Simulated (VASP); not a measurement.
Crystal: MnS.

```
Mn S
1.0
     0.00000    2.60450    2.60450
     2.60450    0.00000    2.60450
     2.60450    2.60450    0.00000
Mn S
1 1
Direct
  0.00000 0.00000 0.00000
  0.50000 0.50000 0.50000
```

Program: VASP 6.6.1. Alike in all runs: task single point; spin collinear, ferromagnetic start; cell as given; cutoff (eV) 680.

**Question.** Order these runs on this cell by their pressure, lowest first.
A. level PBE; potentials or basis VASP PAW PBE potentials, release 64 (Mn_sv, S); fixed moment (μB) 6.0; k mesh 7 × 7 × 7; smearing fermi-dirac 0.05 eV
B. level PBE; potentials or basis VASP PAW PBE potentials, release 64 (Mn_sv, S); fixed moment (μB) 3.0; k mesh 7 × 7 × 7; smearing fermi-dirac 0.05 eV
C. level revPBE+U; potentials or basis VASP PAW PBE potentials, release 64 (Mn_sv, S); U Mn d U = 8.0 eV; k mesh 9 × 9 × 9; smearing methfessel-paxton 0.1 eV
D. level LDA; potentials or basis VASP PAW LDA potentials, release 64 (Mn_sv, S); k mesh 9 × 9 × 9; smearing fermi-dirac 0.05 eV

**Answer.** B (-17.0 GPa), D (-12.8 GPa), C (8.3 GPa), A (12.5 GPa).

Caveats: a cell with one magnetic atom can't hold antiferromagnetic order, which such compounds often take; the cell stands under tension (at least some runs); the total moment is fixed, so each spin has its own Fermi level and the state may be an excited one (at least some runs); the cell stands under pressure (at least some runs); the PAW data sets were made with another functional, which shifts forces and pressure a little (at least some runs).
